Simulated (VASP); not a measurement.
# Li3Pb (Fm-3m) in VASP: single point with LDA

Aim: the single point of Li3Pb with LDA.

All numbers are computed with VASP 6.6.1; they aren't measurements. Logs are shortened: lines on timing, memory, paths and dates and some standing lists are left out, and cuts for length are marked.

### 1 The cell of the first run

It takes space group Fm-3m (No. 225, cubic). Conventional cell: a = 6.687 Å, b = 6.687 Å, c = 6.687 Å, α = 90.00°, β = 90.00°, γ = 90.00°. Within 3.8 Å of Li (site symmetry m-3m) lie 8 Li at 2.90 Å and 6 Pb at 3.34 Å. Within 3.8 Å of Li (site symmetry -43m) lie 10 Li at 2.90 to 3.34 Å and 4 Pb at 2.90 Å. Pb (site symmetry m-3m) has 14 Li at 2.90 to 3.34 Å within 3.8 Å.

### 2 Single point, LDA

INCAR reads:

```
SYSTEM = Li3Pb
PREC = Accurate
ENCUT = 520
EDIFF = 1E-6
ISMEAR = -1
SIGMA = 0.1
LREAL = .FALSE.
LASPH = .TRUE.
NELM = 60
ALGO = Normal
ISIF = 2
LWAVE = .FALSE.
LCHARG = .TRUE.
LELF = .TRUE.
LVHAR = .TRUE.
NBANDS = 20
```

KPOINTS reads:

```
regular mesh
0
G
  6 6 6
  0 0 0
```

POSCAR reads:

```
Li3Pb
1.0
    0.0000000000      3.3435000000      3.3435000000
    3.3435000000      0.0000000000      3.3435000000
    3.3435000000      3.3435000000      0.0000000000
Li Pb
3 1
Direct
    0.5000000000      0.5000000000      0.5000000000
    0.2500000000      0.2500000000      0.2500000000
    0.7500000000      0.7500000000      0.7500000000
    0.0000000000      0.0000000000      0.0000000000
```

Potentials or basis: VASP PAW LDA potentials, release 64 (Li_sv, Pb_d).

The run is started by

```sh
$ cat potpaw_LDA.64/Li_sv/POTCAR potpaw_LDA.64/Pb_d/POTCAR > POTCAR
$ mpirun -np 1 vasp_std > vasp.out
```

OUTCAR:

```text
SYSTEM = Li3Pb
   PREC = Accurate
   ENCUT = 520
   EDIFF = 1E-6
   ISMEAR = -1
   LREAL = .FALSE.
   LASPH = .TRUE.
   NELM = 60
   ISIF = 2

 ion  position               nearest neighbor table
   1  0.500  0.500  0.500-   4 3.34   4 3.34   4 3.34   4 3.34   4 3.34   4 3.34
   2  0.250  0.250  0.250-   4 2.90   4 2.90   4 2.90   4 2.90
   3  0.750  0.750  0.750-   4 2.90   4 2.90   4 2.90   4 2.90
   4  0.000  0.000  0.000-   3 2.90   3 2.90   3 2.90   2 2.90   3 2.90   2 2.90   2 2.90   2 2.90
                             1 3.34   1 3.34   1 3.34   1 3.34   1 3.34   1 3.34

  LATTYP: Found a face centered cubic cell.
 ALAT       =     6.6870000000

  Lattice vectors:

 A1 = (   0.0000000000,   3.3435000000,   3.3435000000)
 A2 = (   3.3435000000,   0.0000000000,   3.3435000000)
 A3 = (   3.3435000000,   3.3435000000,   0.0000000000)

Analysis of symmetry for initial positions (statically):
=====================================================================
 Subroutine PRICEL returns:
 Original cell was already a primitive cell.

 Routine SETGRP: Setting up the symmetry group for a
 face centered cubic supercell.

 Subroutine GETGRP returns: Found 48 space group operations
 (whereof 48 operations were pure point group operations)
 out of a pool of 48 trial point group operations.

The static configuration has the point symmetry O_h .

Analysis of symmetry for dynamics (positions and initial velocities):
=====================================================================
 Subroutine PRICEL returns:
 Original cell was already a primitive cell.

 Routine SETGRP: Setting up the symmetry group for a
 face centered cubic supercell.

 Subroutine GETGRP returns: Found 48 space group operations
 (whereof 48 operations were pure point group operations)
 out of a pool of 48 trial point group operations.

The dynamic configuration has the point symmetry O_h .

 Subroutine INISYM returns: Found 48 space group operations
 (whereof 48 operations are pure point group operations),
 and found     1 'primitive' translations

----------------------------------------------------------------------------------------

                                     Primitive cell

  volume of cell :      74.7539
[... 78 lines left out ...]
   ISPIN  =      1    spin polarized calculation?
   LNONCOLLINEAR =      F non collinear calculations
   LSORBIT =      F    spin-orbit coupling
   LASPH  =      T    aspherical Exc in radial PAW
   ENCUT  =  520.0 eV  38.22 Ry    6.18 a.u.   8.79  8.79  8.79*2*pi/ulx,y,z
   NELM   =     60;   NELMIN=  2; NELMDL= -5     # of ELM steps
   EDIFF  = 0.1E-05   stopping-criterion for ELM
   LREAL  =      F    real-space projection
   EDIFFG = 0.1E-04   stopping-criterion for IOM
   NSW    =      0    number of steps for IOM
   IBRION =     -1    ionic relax: 0-MD 1-quasi-New 2-CG
   NFREE  =      0    steps in history (QN), initial steepest desc. (CG)
   ISIF   =      2    stress and relaxation
   ISYM   =      2    0-nonsym 1-usesym 2-fastsym
   POTIM  = 0.5000    time-step for ionic-motion
   TEBEG  =    0.0;   TEEND  =   0.0 temperature during run
   PSTRESS=    0.0 pullay stress
   NELECT =      23.0000    total number of electrons
   NUPDOWN=      -1.0000    fix difference up-down
   EMIN   =  10.00;   EMAX   =-10.00  energy-range for DOS
   EFERMI =   0.00;   METHOD = LEGACY
   ISMEAR =    -1;   SIGMA  =   0.10  broadening in eV -4-tet -1-fermi 0-gaus
   EFERMI_NEDOS =   21; number of points for ismear=-14 and -15
   IALGO  =     38    algorithm
   IMIX   =      4    mixing-type and parameters
     AMIX     =   0.40;   BMIX     =  1.00
     AMIX_MAG =   1.60;   BMIX_MAG =  1.00
  volume/ion in A,a.u.               =      18.69       126.12
  Fermi-wavevector in a.u.,A,eV,Ry     =   1.105196  2.088518 16.618959  1.221459
  Thomas-Fermi vector in A             =   2.241680
   LORBIT       =      0    0 simple, 1 ext, 2 COOP (PROOUT), +10 PAW based schemes
   GGA     = CA    functional components
   LHFCALC =     F    Hartree Fock is set to
   AEXX    =    0.0000 exact exchange contribution
   IVDW    =     0    specifies the selected vdW correction
   LEPSILON=     F    determine dielectric tensor
   LRPA    =     F    only Hartree local field effects (RPA)
 non-spin polarized calculation
  energy-cutoff  :      520.00
  volume of cell :       74.75
 maximum number of plane-waves:      2044
   NGX = 17   NGY = 17   NGZ = 17

 number of electron      23.0000032 magnetization

 Free energy of the ion-electron system (eV)
  ---------------------------------------------------
  ext. energy  EPLUGINS =         0.00000000
  ---------------------------------------------------
  free energy    TOTEN  =       -11.95932555 eV

  energy without entropy =      -11.91554211  energy(sigma->0) =      -11.93743383

 E-fermi :   3.3930     XC(G=0):  -8.9270

 val. band max:        3.3715568354   @ k =   0.3333   0.1667   0.0000
 cond. band min:       3.6421178811   @ k =   0.1667   0.1667   0.0000
 fundamental gap:      0.2705610457
 Fermi energy:         3.3930094657

 k-point     1 :       0.0000    0.0000    0.0000
  band No.  band energies     occupation
      1     -42.0971      2.00000
      2     -41.5934      2.00000
      3     -41.5858      2.00000
      4     -12.7417      2.00000
      5     -12.7417      2.00000
      6     -12.7417      2.00000
[... 357 lines left out ...]
     19      12.5748      0.00000
     20      13.2275      0.00000

------------------------ aborting loop because EDIFF is reached ----------------------------------------

  FORCE on cell =-STRESS in cart. coord.  units (eV):
  Direction    XX          YY          ZZ          XY          YZ          ZX
  --------------------------------------------------------------------------------------
  -------------------------------------------------------------------------------------
  Total       -1.0797948     -1.0797948     -1.0797948      0.0000000     -0.0000000      0.0000000
  in kB      -23.1429037    -23.1429037    -23.1429037      0.0000000     -0.0000000      0.0000000
  external PRESSURE =     -23.1429037 kB  Pullay stress =       0.0000000 kB

 VOLUME and BASIS-vectors are now :
 -----------------------------------------------------------------------------
  energy-cutoff  :      520.00
  volume of cell :       74.75
      direct lattice vectors                 reciprocal lattice vectors
     0.000000000  3.343500000  3.343500000    -0.149543891  0.149543891  0.149543891
     3.343500000  0.000000000  3.343500000     0.149543891 -0.149543891  0.149543891
     3.343500000  3.343500000  0.000000000     0.149543891  0.149543891 -0.149543891

 POSITION                                       TOTAL-FORCE (eV/Angst)
 -----------------------------------------------------------------------------------
      3.34350      3.34350      3.34350         0.000000     -0.000000      0.000000
      1.67175      1.67175      1.67175        -0.000000      0.000000     -0.000000
      5.01525      5.01525      5.01525        -0.000000     -0.000000     -0.000000
      0.00000      0.00000      0.00000         0.000000     -0.000000      0.000000
 -----------------------------------------------------------------------------------
    total drift:                               -0.000000      0.000000      0.000000

  FREE ENERGIE OF THE ION-ELECTRON SYSTEM (eV)
  ---------------------------------------------------
  free  energy   TOTEN  =       -11.9593255507 eV

  energy  without entropy=      -11.9155421120  energy(sigma->0) =      -11.93743383
```

OSZICAR:

```text
N       E                     dE             d eps       ncg     rms          rms(c)
DAV:   1     0.190246891696E+03    0.19025E+03   -0.10424E+04   640   0.120E+03
DAV:   2     0.860655872331E+01   -0.18164E+03   -0.17616E+03   656   0.340E+02
DAV:   3    -0.104532420555E+02   -0.19060E+02   -0.18902E+02  1220   0.880E+01
DAV:   4    -0.119530164887E+02   -0.14998E+01   -0.14859E+01   912   0.236E+01
DAV:   5    -0.120705549300E+02   -0.11754E+00   -0.11751E+00  1036   0.562E+00    0.184E+00
DAV:   6    -0.119844855417E+02    0.86069E-01   -0.13999E-01   868   0.460E+00    0.881E-01
DAV:   7    -0.119613962492E+02    0.23089E-01   -0.42880E-02   952   0.219E+00    0.227E-01
DAV:   8    -0.119593155099E+02    0.20807E-02   -0.70046E-03  1204   0.589E-01    0.685E-02
DAV:   9    -0.119593259888E+02   -0.10479E-04   -0.33829E-04   844   0.113E-01    0.325E-02
DAV:  10    -0.119593258988E+02    0.89909E-07   -0.32133E-05  1028   0.476E-02    0.362E-03
DAV:  11    -0.119593255507E+02    0.34812E-06   -0.16318E-06   648   0.781E-03
   1 F= -.11959326E+02 E0= -.11937434E+02  d E =-.437834E-01
```

stdout:

```text
POSCAR found type information on POSCAR LiPb
 POSCAR found :  2 types and       4 ions
 scaLAPACK will be used
 LDA part: xc-table for (Slater(with rela. corr.)+CA(PZ))
 , standard interpolation
 POSCAR, INCAR and KPOINTS ok, starting setup
 FFT: planning ... GRIDC
 FFT: planning ... GRID_SOFT
 FFT: planning ... GRID
 WAVECAR not read
 entering main loop
```

Wall time 17 s (1 thread of Intel Xeon Platinum 8259CL at 2.50GHz (Skylake/Cascade Lake), shared host); peak memory 0.18 GiB.

What came out:

| Property | Result |
| --- | --- |
| Free energy | -11.9593 eV |
| Band gap on the k mesh | zero (an odd number of electrons rules out a gap without spin polarisation) |

Caveat: the cutoff is under 1.25 times the usual one of these potentials, so pressure, stress and relaxed cells hold a basis-set (Pulay) error; spin-orbit coupling is left out, which moves the levels of the heavy elements.

The gap in the log of VASP goes by the Fermi energy; the results here count the filled bands.